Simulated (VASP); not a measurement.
# Sn2F (P-3m1) in VASP: a series of runs

Runs on Sn2F. Level: PBE. Tasks: single point, relaxation of cell and atoms.

Program: VASP 6.6.1. These are calculated values, not measurements. Logs are shortened: lines on timing, memory, paths and dates and some standing lists are left out, and cuts for length are marked.

## 1. The cell of the first run

Symmetry: P-3m1, No. 164, trigonal system. Conventional cell: a = 4.610 Å, b = 4.610 Å, c = 3.530 Å, α = 90.00°, β = 90.00°, γ = 120.00°. Sn (site symmetry 3m) has 6 F at 2.79 to 3.79 Å and 8 Sn at 3.14 to 3.53 Å within 3.8 Å. F (site symmetry -3m) has 12 Sn at 2.79 to 3.79 Å and 2 F at 3.53 Å within 3.8 Å.

The cell was generated, and may not be a known phase.

## 2. Single point, PBE

The input, INCAR:

```
SYSTEM = Sn2F
PREC = Accurate
ENCUT = 520
EDIFF = 1E-6
ISMEAR = 0
SIGMA = 0.1
LREAL = .False.
LASPH = .True.
NELM = 100
ALGO = Normal
ISIF = 2
LWAVE = .False.
LCHARG = .True.
GGA = PE
LELF = .True.
LVHAR = .True.
NBANDS = 24
```

The input, KPOINTS:

```
regular mesh
0
Gamma
  6 6 4
  0 0 0
```

The input, POSCAR:

```
Sn2F
1.0
    4.6102144692      0.0000000030      0.0000000000
   -2.3051072372      3.9925628457      0.0000000000
    0.0000000000      0.0000000000      3.5303329524
Sn F
2 1
Direct
    0.3333333333      0.6666666667      0.2357149607
    0.6666666667      0.3333333333      0.7642850393
    0.0000000000      0.0000000000      0.0000000000
```

Potentials or basis: VASP PAW PBE potentials, release 64 (Sn_d, F).

Command:

```sh
> cat potpaw_PBE.64/Sn_d/POTCAR potpaw_PBE.64/F/POTCAR > POTCAR
> mpirun -np 1 vasp_std > vasp.out
```

OUTCAR:

```text
SYSTEM = Sn2F
   PREC = Accurate
   ENCUT = 520
   EDIFF = 1E-6
   ISMEAR = 0
   LREAL = .False.
   LASPH = .True.
   NELM = 100
   ISIF = 2
   GGA = PE

 ion  position               nearest neighbor table
   1  0.333  0.667  0.236-   3 2.79   3 2.79   3 2.79   2 3.14   2 3.14   2 3.14   2 3.25   2 3.25
                             2 3.25
   2  0.667  0.333  0.764-   3 2.79   3 2.79   3 2.79   1 3.14   1 3.14   1 3.14   1 3.25   1 3.25
                             1 3.25
   3  0.000  0.000  0.000-   1 2.79   2 2.79   1 2.79   2 2.79   2 2.79   1 2.79

  LATTYP: Found a hexagonal cell.
 ALAT       =     4.6102144692
 C/A-ratio  =     0.7657632798

  Lattice vectors:

 A1 = (   4.6102144692,   0.0000000030,   0.0000000000)
 A2 = (  -2.3051072372,   3.9925628457,   0.0000000000)
 A3 = (   0.0000000000,   0.0000000000,   3.5303329524)

Analysis of symmetry for initial positions (statically):
=====================================================================
 Subroutine PRICEL returns:
 Original cell was already a primitive cell.

 Routine SETGRP: Setting up the symmetry group for a
 hexagonal supercell.

 Subroutine GETGRP returns: Found 12 space group operations
 (whereof 12 operations were pure point group operations)
 out of a pool of 24 trial point group operations.

The static configuration has the point symmetry D_3d.

Analysis of symmetry for dynamics (positions and initial velocities):
=====================================================================
 Subroutine PRICEL returns:
 Original cell was already a primitive cell.

 Routine SETGRP: Setting up the symmetry group for a
 hexagonal supercell.

 Subroutine GETGRP returns: Found 12 space group operations
 (whereof 12 operations were pure point group operations)
 out of a pool of 24 trial point group operations.

The dynamic configuration has the point symmetry D_3d.

 Subroutine INISYM returns: Found 12 space group operations
 (whereof 12 operations are pure point group operations),
 and found     1 'primitive' translations

----------------------------------------------------------------------------------------

                                     Primitive cell

  volume of cell :      64.9813

  direct lattice vectors                    reciprocal lattice vectors
     4.610214469  0.000000003  0.000000000     0.216909648  0.125232844  0.000000000
    -2.305107237  3.992562846  0.000000000    -0.000000000  0.250465688  0.000000000
     0.000000000  0.000000000  3.530332952     0.000000000  0.000000000  0.283259402

  length of vectors
     4.610214469  4.610214469  3.530332952     0.250465688  0.250465688  0.283259402

  position of ions in fractional coordinates (direct lattice)
     0.333333333  0.666666667  0.235714961
     0.666666667  0.333333333  0.764285039
     0.000000000  0.000000000  0.000000000

  ion indices of the primitive-cell ions
   primitive index   ion index
                 1           1
                 2           2
                 3           3

----------------------------------------------------------------------------------------

 KPOINTS: regular mesh

Automatic generation of k-mesh.
 Grid dimensions read from file:
 generate k-points for:    6    6    4

 Generating k-lattice:

  Cartesian coordinates                     Fractional coordinates (reciprocal lattice)
     0.036151608  0.020872141  0.000000000     0.166666667 -0.000000000  0.000000000
    -0.000000000  0.041744281  0.000000000     0.000000000  0.166666667  0.000000000
     0.000000000  0.000000000  0.070814850     0.000000000  0.000000000  0.250000000

  Length of vectors
     0.041744281  0.041744281  0.070814850

  Shift w.r.t. Gamma in fractional coordinates (k-lattice)
     0.000000000  0.000000000  0.000000000

 Subroutine IBZKPT returns following result:
 ===========================================

 Found     24 irreducible k-points:

 Following reciprocal coordinates:
            Coordinates               Weight
  0.000000  0.000000  0.000000      1.000000
  0.166667  0.000000  0.000000      6.000000
  0.333333  0.000000  0.000000      6.000000
  0.500000  0.000000  0.000000      3.000000
  0.166667  0.166667  0.000000      6.000000
  0.333333  0.166667  0.000000     12.000000
[... 16 lines left out ...]
  0.333333  0.166667  0.500000     12.000000
  0.333333  0.333333  0.500000      2.000000
   k-points           NKPTS =     24   k-points in BZ     NKDIM =     24   number of bands    NBANDS=     24
   number of dos      NEDOS =    301   number of ions     NIONS =      3
   total plane-waves  NPLWV =  36288
   dimension x,y,z NGX =    36 NGY =   36 NGZ =   28
   dimension x,y,z NGXF=    72 NGYF=   72 NGZF=   56
   ions per type =               2   1
   NGX,Y,Z   is equivalent  to a cutoff of  12.98, 12.98, 13.19 a.u.
   NGXF,Y,Z  is equivalent  to a cutoff of  25.96, 25.96, 26.37 a.u.
 SYSTEM =  Sn2F
   PREC   = accura    normal or accurate (medium, high low for compatibility)
   ISTART =      0    job   : 0-new  1-cont  2-samecut
   ICHARG =      2    charge: 1-file 2-atom 10-const
   ISPIN  =      1    spin polarized calculation?
   LNONCOLLINEAR =      F non collinear calculations
   LSORBIT =      F    spin-orbit coupling
   LASPH  =      T    aspherical Exc in radial PAW
   ENCUT  =  520.0 eV  38.22 Ry    6.18 a.u.   8.57  8.57  6.56*2*pi/ulx,y,z
   NELM   =    100;   NELMIN=  2; NELMDL= -5     # of ELM steps
   EDIFF  = 0.1E-05   stopping-criterion for ELM
   LREAL  =      F    real-space projection
[... 7 lines left out ...]
   TEBEG  =    0.0;   TEEND  =   0.0 temperature during run
   PSTRESS=    0.0 pullay stress
   NELECT =      35.0000    total number of electrons
   NUPDOWN=      -1.0000    fix difference up-down
   EMIN   =  10.00;   EMAX   =-10.00  energy-range for DOS
   EFERMI =   0.00;   METHOD = LEGACY
   ISMEAR =     0;   SIGMA  =   0.10  broadening in eV -4-tet -1-fermi 0-gaus
   EFERMI_NEDOS =   21; number of points for ismear=-14 and -15
   IALGO  =     38    algorithm
   IMIX   =      4    mixing-type and parameters
     AMIX     =   0.40;   BMIX     =  1.00
     AMIX_MAG =   1.60;   BMIX_MAG =  1.00
  volume/ion in A,a.u.               =      21.66       146.17
  Fermi-wavevector in a.u.,A,eV,Ry     =   1.331991  2.517098 24.139461  1.774200
  Thomas-Fermi vector in A             =   2.460960
   LORBIT       =      0    0 simple, 1 ext, 2 COOP (PROOUT), +10 PAW based schemes
   GGA     = PE    functional components
   LHFCALC =     F    Hartree Fock is set to
   AEXX    =    0.0000 exact exchange contribution
   IVDW    =     0    specifies the selected vdW correction
   LEPSILON=     F    determine dielectric tensor
   LRPA    =     F    only Hartree local field effects (RPA)
 non-spin polarized calculation
 Gauss-broadening in eV      SIGMA  =   0.10
  energy-cutoff  :      520.00
  volume of cell :       64.98
 maximum number of plane-waves:      1783
 NGX is ok and might be reduce to    36
   NGX = 17   NGY = 17   NGZ = 13

 number of electron      35.0000001 magnetization

 Free energy of the ion-electron system (eV)
  ---------------------------------------------------
  ext. energy  EPLUGINS =         0.00000000
  ---------------------------------------------------
  free energy    TOTEN  =       -11.81180480 eV

  energy without entropy =      -11.79776115  energy(sigma->0) =      -11.80478297

 E-fermi :   6.4141     XC(G=0): -10.1413

 val. band max:        6.4005540667   @ k =   0.0000   0.0000   0.2500
 cond. band min:       6.4703280883   @ k =   0.0000   0.3333   0.2500
 fundamental gap:      0.0697740216
 Fermi energy:         6.4141475573

 k-point     1 :       0.0000    0.0000    0.0000
  band No.  band energies     occupation
      1     -15.9177      2.00000
      2     -14.9889      2.00000
      3     -14.9778      2.00000
      4     -14.9778      2.00000
      5     -14.9181      2.00000
      6     -14.9181      2.00000
[... 16 lines left out ...]
     23      15.2005      0.00000
     24      15.8148      0.00000

 k-point     2 :       0.1667    0.0000    0.0000
  band No.  band energies     occupation
      1     -15.9230      2.00000
      2     -14.9842      2.00000
      3     -14.9836      2.00000
      4     -14.9712      2.00000
      5     -14.9382      2.00000
      6     -14.9234      2.00000
[... 16 lines left out ...]
     23      14.3284      0.00000
     24      16.3443      0.00000

 k-point     3 :       0.3333    0.0000    0.0000
  band No.  band energies     occupation
      1     -15.9355      2.00000
      2     -14.9941      2.00000
      3     -14.9696      2.00000
      4     -14.9546      2.00000
      5     -14.9537      2.00000
      6     -14.8976      2.00000
[... 16 lines left out ...]
     23      13.5497      0.00000
     24      15.4289      0.00000

 k-point     4 :       0.5000    0.0000    0.0000
  band No.  band energies     occupation
      1     -15.9421      2.00000
      2     -14.9987      2.00000
      3     -14.9604      2.00000
      4     -14.9546      2.00000
      5     -14.9360      2.00000
      6     -14.9074      2.00000
[... 16 lines left out ...]
     23      13.4590      0.00000
     24      16.1562      0.00000

 k-point     5 :       0.1667    0.1667    0.0000
  band No.  band energies     occupation
      1     -15.9325      2.00000
      2     -14.9938      2.00000
      3     -14.9792      2.00000
      4     -14.9555      2.00000
      5     -14.9345      2.00000
      6     -14.9189      2.00000
[... 451 lines left out ...]
 k-point    22 :       0.1667    0.1667    0.5000
  band No.  band energies     occupation
      1     -15.9009      2.00000
      2     -15.0206      2.00000
      3     -15.0012      2.00000
      4     -14.9932      2.00000
      5     -14.9404      2.00000
      6     -14.8503      2.00000
[... 16 lines left out ...]
     23      14.7469      0.00000
     24      15.0883      0.00000

 k-point    23 :       0.3333    0.1667    0.5000
  band No.  band energies     occupation
      1     -15.9084      2.00000
      2     -15.0034      2.00000
      3     -14.9698      2.00000
      4     -14.9547      2.00000
      5     -14.9164      2.00000
      6     -14.8925      2.00000
[... 16 lines left out ...]
     23      16.0075      0.00000
     24      16.1430      0.00000

 k-point    24 :       0.3333    0.3333    0.5000
  band No.  band energies     occupation
      1     -15.9090      2.00000
      2     -14.9915      2.00000
      3     -14.9528      2.00000
      4     -14.9290      2.00000
      5     -14.9290      2.00000
      6     -14.9088      2.00000
[... 16 lines left out ...]
     23      16.3571      0.00000
     24      16.3575      0.00000

------------------------ aborting loop because EDIFF is reached ----------------------------------------

  FORCE on cell =-STRESS in cart. coord.  units (eV):
  Direction    XX          YY          ZZ          XY          YZ          ZX
  --------------------------------------------------------------------------------------
  -------------------------------------------------------------------------------------
  Total        0.0471570      0.0471570     -0.1414748     -0.0000000     -0.0000000     -0.0000000
  in kB        1.1627017      1.1627017     -3.4881976     -0.0000000     -0.0000000     -0.0000000
  external PRESSURE =      -0.3875981 kB  Pullay stress =       0.0000000 kB

 VOLUME and BASIS-vectors are now :
 -----------------------------------------------------------------------------
  energy-cutoff  :      520.00
  volume of cell :       64.98
      direct lattice vectors                 reciprocal lattice vectors
     4.610214469  0.000000003  0.000000000     0.216909648  0.125232844  0.000000000
    -2.305107237  3.992562846  0.000000000    -0.000000000  0.250465688  0.000000000
     0.000000000  0.000000000  3.530332952     0.000000000  0.000000000  0.283259402

 POSITION                                       TOTAL-FORCE (eV/Angst)
 -----------------------------------------------------------------------------------
     -0.00000      2.66171      0.83215         0.000000      0.000000      0.001068
      2.30511      1.33085      2.69818        -0.000000     -0.000000     -0.001068
      0.00000      0.00000      0.00000        -0.000000     -0.000000      0.000000
 -----------------------------------------------------------------------------------
    total drift:                                0.000000      0.000000      0.000000

  FREE ENERGIE OF THE ION-ELECTRON SYSTEM (eV)
  ---------------------------------------------------
  free  energy   TOTEN  =       -11.8118047958 eV

  energy  without entropy=      -11.7977611518  energy(sigma->0) =      -11.80478297
```

Run time: 64 s. Hardware: 1 thread of Oxide Virtual Turin-like, shared host; peak memory 0.16 GiB.

Results:

```
Free energy            : -11.8118 eV
Pressure               : 0.0 GPa
Band gap on the k mesh : zero (an odd number of electrons rules out a gap without spin polarisation)
```

Stress tensor (GPa, compression positive):
```
 0.12  0.00  0.00
 0.00  0.12  0.00
 0.00  0.00 -0.35
```

Levels at points of the mesh, in eV from the Fermi level:
```csv
k point,band 13,band 14,band 15,band 16,band 17,band 18,band 19,band 20,band 21,band 22
"(0.00, 0.00, 0.00)",-4.40,-4.40,-3.73,-2.30,-0.82,-0.82,1.99,4.73,4.73,6.25
"(0.50, 0.00, 0.00)",-6.72,-5.00,-3.49,-3.11,-0.25,1.08,3.75,5.16,6.34,6.71
"(0.00, 0.00, 0.50)",-6.68,-4.22,-4.22,-3.18,1.37,1.53,1.83,1.83,2.68,2.68
"(0.50, 0.00, 0.50)",-5.60,-4.66,-4.47,-2.79,-2.74,-1.54,1.50,2.57,4.65,4.85
```

Caveat: the k points lie up to 0.44 Å⁻¹ apart, too coarse for converged energies and pressures of a metal; spin-orbit coupling is left out, which moves the levels of the heavy elements.

## 3. Single point, PBE

This run uses another cell than the first one, of 21.41 Å³/atom.

The input, INCAR:

```
SYSTEM = Sn2F
ALGO = Normal ; EDIFF = 1E-6
ENCUT = 520 ; GGA = PE
ISIF = 2 ; ISMEAR = 0
LASPH = .True. ; LCHARG = .True.
LELF = .True. ; LREAL = .False.
LVHAR = .True. ; LWAVE = .False.
NBANDS = 24 ; NELM = 60
PREC = Accurate ; SIGMA = 0.1
```

The input, KPOINTS:

```
k-points
0
Gamma
  6 6 6
  0 0 0
```

The input, POSCAR:

```
Sn2F
1.0
    4.7527407156      0.0000000000      0.0000000000
   -2.3763703578      4.1159941973      0.0000000000
    0.0000000000      0.0000000000      3.2836796699
Sn F
2 1
Direct
    0.3333333333      0.6666666667      0.2308672679
    0.6666666667      0.3333333333      0.7691327321
    0.0000000000      0.0000000000      0.0000000000
```

Potentials or basis: VASP PAW PBE potentials, release 64 (Sn_d, F).

Command:

```sh
> cat potpaw_PBE.64/Sn_d/POTCAR potpaw_PBE.64/F/POTCAR > POTCAR
> mpirun -np 1 vasp_std > vasp.out
```

Run time: 78 s. Hardware: 1 thread of Oxide Virtual Turin-like, shared host; peak memory 0.17 GiB.

The run converged. Its results:

```
Free energy            : -11.8711 eV
Pressure               : -0.2 GPa
Largest force          : 0.007 eV/Å
Band gap on the k mesh : zero (an odd number of electrons rules out a gap without spin polarisation)
```

Forces on the atoms (eV/Å):
```
Sn   0.000  0.000  0.007
Sn   0.000  0.000 -0.007
F    0.000  0.000  0.000
```

Stress tensor (GPa, compression positive):
```
-0.10  0.00  0.00
 0.00 -0.10  0.00
 0.00  0.00 -0.35
```

Levels at points of the mesh, in eV from the Fermi level:
```
           k point  band 15  band 16  band 17  band 18  band 19  band 20
(0.00, 0.00, 0.00)    -3.71    -2.96    -1.58    -1.58     3.36     4.15
(0.50, 0.00, 0.00)    -3.19    -3.13    -0.80     0.51     4.92     5.98
(0.00, 0.00, 0.50)    -4.07    -3.21     0.50     0.64     1.56     1.56
(0.50, 0.00, 0.50)    -4.29    -3.17    -2.81    -1.92     1.46     2.21
```

Caveat: spin-orbit coupling is left out, which moves the levels of the heavy elements.

(Part 1 of 2 ends here.)

The gap in the log of VASP goes by the Fermi energy; the results here count the filled bands.